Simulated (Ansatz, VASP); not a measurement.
## Two plane-wave programs on Al3NiGe2Pd3

Contents of INCAR:

```
SYSTEM = Al3NiGe2Pd3
ALGO = Normal
EDIFF = 1E-7
ENCUT = 520
GGA = RE
ISIF = 2
ISMEAR = -4
LASPH = .TRUE.
LCHARG = .TRUE.
LELF = .TRUE.
LREAL = .FALSE.
LVHAR = .TRUE.
LWAVE = .FALSE.
NBANDS = 48
NELM = 80
PREC = Accurate
SIGMA = 0.1
```

Contents of KPOINTS:

```
k-points
0
G
  4 4 5
  0 0 0
```

File POSCAR:

```
Al3NiGe2Pd3
1.0
    3.1603600000      5.4739040000      0.0000000000
   -3.1603600000      5.4739040000      0.0000000000
    0.0000000000      0.0000000000      3.7811890000
Al Pd Ge Ni
3 3 2 1
Direct
    0.2268000000      0.7732000000      0.5000000000
    0.7732000000      0.0000000000      0.5000000000
    0.0000000000      0.2268000000      0.5000000000
    0.5963000000      0.4037000000      0.0000000000
    0.4037000000      0.0000000000      0.0000000000
    0.0000000000      0.5963000000      0.0000000000
    0.3333300000      0.3333400000      0.5000000000
    0.6666700000      0.6666600000      0.5000000000
    0.0000000000      0.0000000000      0.0000000000
```

Input for Ansatz:

```yaml
crystal:
  lattice:
    - [3.16036, 5.473904, 0.0]
    - [-3.16036, 5.473904, 0.0]
    - [0.0, 0.0, 3.781189]
  atoms:
    - { symbol: Al, position: [0.2268, 0.7732, 0.5] }
    - { symbol: Al, position: [0.7732, 0.0, 0.5] }
    - { symbol: Al, position: [0.0, 0.2268, 0.5] }
    - { symbol: Pd, position: [0.5963, 0.4037, 0.0] }
    - { symbol: Pd, position: [0.4037, 0.0, 0.0] }
    - { symbol: Pd, position: [0.0, 0.5963, 0.0] }
    - { symbol: Ge, position: [0.33333, 0.33334, 0.5] }
    - { symbol: Ge, position: [0.66667, 0.66666, 0.5] }
    - { symbol: Ni, position: [0.0, 0.0, 0.0] }
  symmetry: { tolerance: 0.0003 }
kpoints:
  mp_grid: { grid: [4, 4, 5], shift: [0, 0, 0] }
magnetization:
  spin_polarized: false
scf:
  occupations: { method: tetrahedron_uncorrected }
hamiltonian:
  pseudopotentials: { kind: paw }
  xc: revpbe
basis:
  ecutwfc: 500
output:
  forces: true
  stress: true
  eigenvalues: true
```

Alike in both runs: task single point; functional revPBE; k mesh 4 × 4 × 5; no spin polarisation.

|  | VASP | Ansatz |
| --- | --- | --- |
| version | VASP 6.6.1 | Ansatz 0.2.0 |
| potentials or method | VASP PAW PBE potentials, release 64 (Al, Pd, Ge_d, Ni), cutoff 520 eV | PAW plane waves |
| occupations | tetrahedron | tetrahedron-uncorrected |
| valence electrons in the cell | 77 | 109 |

```tsv
	VASP	Ansatz	Ansatz less VASP
gap on the k mesh at the Fermi level (eV)	none	none	-
pressure (GPa)	12.7	12.8	+0.10
traceless stress, the component that is largest in VASP (GPa)	-7.98	-8.05	-0.068
rms of the force components (eV/Å)	0.556	0.552	-0.0045
```

VASP's potentials were made for PBE, not for revPBE. Atom by atom the forces differ by 0.010 eV/Å (rms over components). A gap of «none» marks a metal or a gap that the smearing closes. VASP's potentials hold 77 valence electrons a cell and Ansatz's 109, so a difference there can come from the potentials and not from the codes. Ansatz's warnings: band table not solved further, structure snapped to symmetry.
